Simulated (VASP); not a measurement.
# MnO2 (R-3m) in VASP: further runs

MnO2 is run at these levels: r2SCAN, LDA, PBEsol; tasks: single point.

Everything below comes from runs of VASP 6.6.1. Logs are shortened: lines on timing, memory, paths and dates and some standing lists are left out, and cuts for length are marked.

## 1. The cell of the first run

It takes space group R-3m (No. 166, trigonal). The conventional cell has a = 2.913 Å, b = 2.913 Å, c = 14.022 Å, α = 90.00°, β = 90.00°, γ = 120.00°. Mn (site symmetry -3m) has 6 O at 1.94 Å within 2.6 Å. O (site symmetry 3m) has 3 Mn at 1.94 Å and 3 O at 2.56 Å within 2.6 Å.

## 2. Single point, r2SCAN, collinear spin, ferromagnetic start

POSCAR reads:

```
MnO2
1.0
    1.4564504782      0.8408820756      4.6738353618
   -1.4564504782      0.8408820756      4.6738353618
    0.0000000000     -1.6817641514      4.6738353618
Mn O
1 2
Direct
    0.0000000000      0.0000000000      0.0000000000
    0.7356355100      0.7356355100      0.7356355100
    0.2643644900      0.2643644900      0.2643644900
```

INCAR.step1 reads:

```
SYSTEM = MnO2
ALGO = Normal
EDIFF = 1E-4
ENCUT = 520
GGA = PE
ISMEAR = -1
ISPIN = 2
LASPH = .True.
LCHARG = .False.
LMAXMIX = 4
LREAL = .False.
LWAVE = .True.
MAGMOM = 4 0 0
NBANDS = 24
NELM = 150
PREC = Accurate
SIGMA = 0.05
```

INCAR.step2 reads:

```
SYSTEM = MnO2
ALGO = Normal
EDIFF = 1E-7
ENCUT = 520
ISIF = 2
ISMEAR = -1
ISPIN = 2
ISTART = 1
LASPH = .True.
LCHARG = .False.
LMAXMIX = 4
LMIXTAU = .True.
LORBIT = 11
LREAL = .False.
LWAVE = .False.
MAGMOM = 4 0 0
METAGGA = R2SCAN
NBANDS = 24
NELM = 150
PREC = Accurate
SIGMA = 0.05
```

KPOINTS reads:

```
k-points
0
Gamma
  11 11 11
  0 0 0
```

Potentials or basis: VASP PAW PBE potentials, release 64 (Mn_pv, O).

Launch:

```bash
$ cat potpaw_PBE.64/Mn_pv/POTCAR potpaw_PBE.64/O/POTCAR > POTCAR
$ cp INCAR.step1 INCAR
$ mpirun -np 1 vasp_std > vasp.out
$ cp INCAR.step2 INCAR
$ mpirun -np 1 vasp_std > vasp.out
```

OUTCAR:

```text
SYSTEM = MnO2
   EDIFF = 1E-7
   ENCUT = 520
   ISIF = 2
   ISMEAR = -1
   ISPIN = 2
   ISTART = 1
   LASPH = .True.
   LORBIT = 11
   LREAL = .False.
   METAGGA = R2SCAN
   NELM = 150
   PREC = Accurate

 ion  position               nearest neighbor table
   1  0.000  0.000  0.000-   2 1.94   2 1.94   3 1.94   3 1.94   2 1.94   3 1.94
   2  0.736  0.736  0.736-   1 1.94   1 1.94   1 1.94
   3  0.264  0.264  0.264-   1 1.94   1 1.94   1 1.94

  LATTYP: Found a trigonal (rhomboedric) cell.
 ALAT       =     4.9671991756
 COS(alpha) =     0.8280515398

  Lattice vectors:

 A1 = (   1.4564504782,   0.8408820756,   4.6738353618)
 A2 = (  -1.4564504782,   0.8408820756,   4.6738353618)
 A3 = (   0.0000000000,  -1.6817641514,   4.6738353618)

Analysis of symmetry for initial positions (statically):
=====================================================================
 Subroutine PRICEL returns:
 Original cell was already a primitive cell.

 Routine SETGRP: Setting up the symmetry group for a
 trigonal (rhombohedral) supercell.

 Subroutine GETGRP returns: Found 12 space group operations
 (whereof 12 operations were pure point group operations)
 out of a pool of 12 trial point group operations.

The static configuration has the point symmetry D_3d.

Analysis of symmetry for dynamics (positions and initial velocities):
=====================================================================
 Subroutine PRICEL returns:
 Original cell was already a primitive cell.

 Routine SETGRP: Setting up the symmetry group for a
 trigonal (rhombohedral) supercell.

 Subroutine GETGRP returns: Found 12 space group operations
 (whereof 12 operations were pure point group operations)
 out of a pool of 12 trial point group operations.

The dynamic configuration has the point symmetry D_3d.

Analysis of structural, dynamic, and magnetic symmetry:
=====================================================================
 Subroutine PRICEL returns:
 Original cell was already a primitive cell.

 Routine SETGRP: Setting up the symmetry group for a
 trigonal (rhombohedral) supercell.

 Subroutine GETGRP returns: Found 12 space group operations
 (whereof 12 operations were pure point group operations)
 out of a pool of 12 trial point group operations.

The overall configuration has the point symmetry D_3d.

 Subroutine INISYM returns: Found 12 space group operations
 (whereof 12 operations are pure point group operations),
 and found     1 'primitive' translations

[... 117 lines left out ...]
  volume/ion in A,a.u.               =      11.45        77.26
  Fermi-wavevector in a.u.,A,eV,Ry     =   1.472662  2.782927 29.507399  2.168733
  Thomas-Fermi vector in A             =   2.587649
   LORBIT       =     11    0 simple, 1 ext, 2 COOP (PROOUT), +10 PAW based schemes
   METAGGA = R2SCAN    functional components
   LHFCALC =     F    Hartree Fock is set to
   AEXX    =    0.0000 exact exchange contribution
   IVDW    =     0    specifies the selected vdW correction
   LEPSILON=     F    determine dielectric tensor
   LRPA    =     F    only Hartree local field effects (RPA)
 spin polarized calculation
  energy-cutoff  :      520.00
  volume of cell :       34.34
 maximum number of plane-waves:       956
 NGX is ok and might be reduce to    40
   NGX = 19   NGY = 19   NGZ = 19

 number of electron      25.0000001 magnetization       3.0000002

 Free energy of the ion-electron system (eV)
  ---------------------------------------------------
  ext. energy  EPLUGINS =         0.00000000
  ---------------------------------------------------
  free energy    TOTEN  =       -32.47884613 eV

  energy without entropy =      -32.47884613  energy(sigma->0) =      -32.47884613

 E-fermi :   2.8134     XC(G=0): -11.2504

 val. band max:        1.8461852566   @ k =  -0.4545   0.4545   0.3636
 cond. band min:       3.7531504315   @ k =   0.4545   0.1818   0.1818
 fundamental gap:      1.9069651749
 Fermi energy:         2.8133975254

 spin component 1

 k-point     1 :       0.0000    0.0000    0.0000
  band No.  band energies     occupation
      1     -50.3528      1.00000
      2     -50.3239      1.00000
      3     -50.3239      1.00000
      4     -17.8318      1.00000
      5     -15.7599      1.00000
      6      -3.9625      1.00000
[... 637 lines left out ...]
     23      23.3996      0.00000
     24      25.5742      0.00000

 [... further k-points ...]

 spin component 2

 k-point     1 :       0.0000    0.0000    0.0000
  band No.  band energies     occupation
      1     -46.1151      1.00000
      2     -46.1151      1.00000
      3     -45.9103      1.00000
      4     -17.8461      1.00000
      5     -15.8013      1.00000
      6      -2.8504      1.00000
[... 637 lines left out ...]
     23      24.1295      0.00000
     24      27.0089      0.00000

 [... further k-points ...]
[... 5 lines left out ...]
  --------------------------------------------------------------------------------------
  -------------------------------------------------------------------------------------
  Total       -2.4688867     -2.4688867     -1.5702538      0.0000000      0.0000000      0.0000000
  in kB     -115.1744809   -115.1744809    -73.2529242      0.0000000      0.0000000      0.0000000
  external PRESSURE =    -101.2006287 kB  Pullay stress =       0.0000000 kB

 VOLUME and BASIS-vectors are now :
 -----------------------------------------------------------------------------
  energy-cutoff  :      520.00
  volume of cell :       34.34
      direct lattice vectors                 reciprocal lattice vectors
     1.456450478  0.840882076  4.673835362     0.343300378  0.198204566  0.071319015
    -1.456450478  0.840882076  4.673835362    -0.343300378  0.198204566  0.071319015
     0.000000000 -1.681764151  4.673835362     0.000000000 -0.396409132  0.071319015

 POSITION                                       TOTAL-FORCE (eV/Angst)
 -----------------------------------------------------------------------------------
      0.00000      0.00000      0.00000         0.000000     -0.000000      0.000000
      0.00000     -0.00000     10.31472        -0.000000      0.000000     -0.775011
      0.00000     -0.00000      3.70679        -0.000000     -0.000000      0.775011
 -----------------------------------------------------------------------------------
    total drift:                               -0.000000     -0.000000      0.000000

  FREE ENERGIE OF THE ION-ELECTRON SYSTEM (eV)
  ---------------------------------------------------
  free  energy   TOTEN  =       -32.4788461287 eV

  energy  without entropy=      -32.4788461284  energy(sigma->0) =      -32.47884613

 total charge

# of ion       s       p       d       tot
------------------------------------------
    1        0.359   6.418   4.803  11.580
    2        1.585   3.413   0.000   4.998
    3        1.585   3.413   0.000   4.998
--------------------------------------------------
tot          3.530  13.244   4.803  21.577

 magnetization (x)

# of ion       s       p       d       tot
------------------------------------------
    1        0.030   0.038   2.940   3.008
    2        0.004  -0.032   0.000  -0.029
    3        0.004  -0.032   0.000  -0.029
--------------------------------------------------
tot          0.037  -0.027   2.940   2.951
```

OUTCAR.step1:

```text
SYSTEM = MnO2
   EDIFF = 1E-4
   ENCUT = 520
   GGA = PE
   ISMEAR = -1
   ISPIN = 2
   LASPH = .True.
   LREAL = .False.
   NELM = 150
[... 1539 lines left out ...]
      0.00000      0.00000      0.00000         0.000000     -0.000000     -0.000000
      0.00000     -0.00000     10.31472         0.000000      0.000000     -0.477526
      0.00000     -0.00000      3.70679         0.000000     -0.000000      0.477526
 -----------------------------------------------------------------------------------
    total drift:                               -0.000000     -0.000000      0.000000

  FREE ENERGIE OF THE ION-ELECTRON SYSTEM (eV)
  ---------------------------------------------------
  free  energy   TOTEN  =       -23.8122351675 eV

  energy  without entropy=      -23.8122339310  energy(sigma->0) =      -23.81223455
```

OSZICAR.step1:

```text
N       E                     dE             d eps       ncg     rms          rms(c)
DAV:   1     0.244051999974E+03    0.24405E+03   -0.13651E+04 14048   0.116E+03
DAV:   2    -0.169209584890E+02   -0.26097E+03   -0.24480E+03 15568   0.357E+02
DAV:   3    -0.313831012288E+02   -0.14462E+02   -0.14386E+02 16200   0.906E+01
DAV:   4    -0.315154929950E+02   -0.13239E+00   -0.13238E+00 15680   0.919E+00
DAV:   5    -0.315171263582E+02   -0.16334E-02   -0.16333E-02 16496   0.973E-01    0.290E+01
DAV:   6    -0.316071821022E+02   -0.90056E-01   -0.10676E+02 17288   0.745E+01    0.441E+01
DAV:   7    -0.249045674501E+02    0.67026E+01   -0.11210E+02 16328   0.768E+01    0.142E+01
DAV:   8    -0.240110574643E+02    0.89351E+00   -0.30074E+00 15192   0.149E+01    0.593E+00
DAV:   9    -0.238022134717E+02    0.20884E+00   -0.10247E+00 19400   0.898E+00    0.237E+00
DAV:  10    -0.238136090900E+02   -0.11396E-01   -0.99339E-02 14920   0.207E+00    0.122E+00
DAV:  11    -0.238117825402E+02    0.18265E-02   -0.10889E-02 15496   0.745E-01    0.443E-01
DAV:  12    -0.238123968515E+02   -0.61431E-03   -0.10208E-03 14480   0.275E-01    0.209E-01
DAV:  13    -0.238122120600E+02    0.18479E-03   -0.12885E-03 16576   0.372E-01    0.484E-02
DAV:  14    -0.238122351675E+02   -0.23108E-04   -0.13148E-04  8960   0.104E-01
   1 F= -.23812235E+02 E0= -.23812235E+02  d E =-.123656E-05  mag=     2.9993
```

Wall time 29 min (1 thread of Intel Xeon Platinum 8488C (Sapphire Rapids), shared host); peak memory 0.43 GiB.

What came out:

```yaml
Free_energy: -32.4788 eV
Pressure: -10.1 GPa
Largest_force: 0.775 eV/Å
Band_gap_on_the_k_mesh: 1.91 eV, indirect (least direct gap 2.15 eV)
Net_moment: 3.00 μB per cell
Site_moments: Mn +3.01; O -0.03 μB
Valence_electrons_inside_the_program's_atomic_spheres: Mn 11.58; O 5.00
```

Forces in eV/Å, atoms in the order of the input:
```
Mn   0.000  0.000  0.000
O    0.000  0.000 -0.775
O    0.000  0.000  0.775
```

Levels at points of the mesh, in eV from the valence-band top:
Spin up:
| k point | band 10 | band 11 | band 12 | band 13 | band 14 | band 15 | band 16 | band 17 | band 18 | band 19 |
| --- | --- | --- | --- | --- | --- | --- | --- | --- | --- | --- |
| (0.00, 0.00, 0.00) | -2.58 | -0.80 | -0.80 | -0.51 | -0.45 | 3.23 | 3.23 | 7.85 | 11.26 | 15.74 |
Spin down:
```csv
k point,band 8,band 9,band 10,band 11,band 12,band 13,band 14,band 15
"(0.00, 0.00, 0.00)",-4.32,-0.89,-0.89,-0.46,2.10,2.10,3.57,4.85
```

Caveat: the PAW data sets were made with another functional, which shifts forces and pressure a little; a cell with one magnetic atom can't hold antiferromagnetic order, which such compounds often take.

## 3. Single point, LDA, collinear spin, ferromagnetic start

This run uses another cell than the first one, of 11.23 Å³/atom, 0.981 times its volume.

INCAR reads:

```
SYSTEM = MnO2
PREC = Accurate
ENCUT = 520
EDIFF = 1E-6
ISMEAR = -1
SIGMA = 0.05
LREAL = .FALSE.
LASPH = .TRUE.
NELM = 150
ALGO = Normal
ISIF = 2
LWAVE = .FALSE.
LCHARG = .FALSE.
ISPIN = 2
MAGMOM = 4 0 0
LORBIT = 11
LMAXMIX = 4
NBANDS = 24
```

KPOINTS reads:

```
Automatic mesh
0
G
  11 11 11
  0 0 0
```

POSCAR reads:

```
MnO2
1.0
    1.4472321903      0.8355598946      4.6442533328
   -1.4472321903      0.8355598946      4.6442533328
    0.0000000000     -1.6711197893      4.6442533328
Mn O
1 2
Direct
    0.0000000000      0.0000000000      0.0000000000
    0.7356355100      0.7356355100      0.7356355100
    0.2643644900      0.2643644900      0.2643644900
```

Potentials or basis: VASP PAW LDA potentials, release 64 (Mn_pv, O).

Launch:

```bash
$ cat potpaw_LDA.64/Mn_pv/POTCAR potpaw_LDA.64/O/POTCAR > POTCAR
$ mpirun -np 1 vasp_std > vasp.out
```

Run time: 6.3 min. Hardware: 1 thread of Intel Xeon Platinum 8488C (Sapphire Rapids), shared host; peak memory 0.33 GiB.

Results (log left out):

| Property | Result |
| --- | --- |
| Free energy | -26.0341 eV |
| Pressure | -14.6 GPa |
| Largest force | 0.976 eV/Å |
| Band gap on the k mesh | 0.49 eV, indirect (least direct gap 0.54 eV) |
| Net moment | 3.00 μB per cell |
| Site moments | Mn +2.82; O +0.04 μB |
| Valence electrons inside the program's atomic spheres | Mn 11.69; O 4.94 |

Forces on the atoms (eV/Å):
```
Mn   0.000  0.000  0.000
O    0.000  0.000 -0.976
O    0.000  0.000  0.976
```

Stress tensor (GPa, compression positive):
```
-16.56   0.00   0.00
  0.00 -16.56   0.00
  0.00   0.00 -10.56
```

Levels at points of the mesh, in eV from the valence-band top:
Spin up:
```
           k point  band 10  band 11  band 12  band 13  band 14  band 15  band 16  band 17  band 18  band 19
(0.00, 0.00, 0.00)    -2.23    -1.46    -1.46    -1.18    -0.27     2.59     2.59     6.65     9.90    14.16
```
Spin down:
| k point | band 9 | band 10 | band 11 | band 12 | band 13 | band 14 |
| --- | --- | --- | --- | --- | --- | --- |
| (0.00, 0.00, 0.00) | -1.35 | -1.35 | -1.01 | 0.49 | 0.49 | 2.07 |

Caveat: a cell with one magnetic atom can't hold antiferromagnetic order, which such compounds often take. A hybrid or GW would open this gap; LDA tends to underestimate it.

(Part 1 of 2 ends here.)
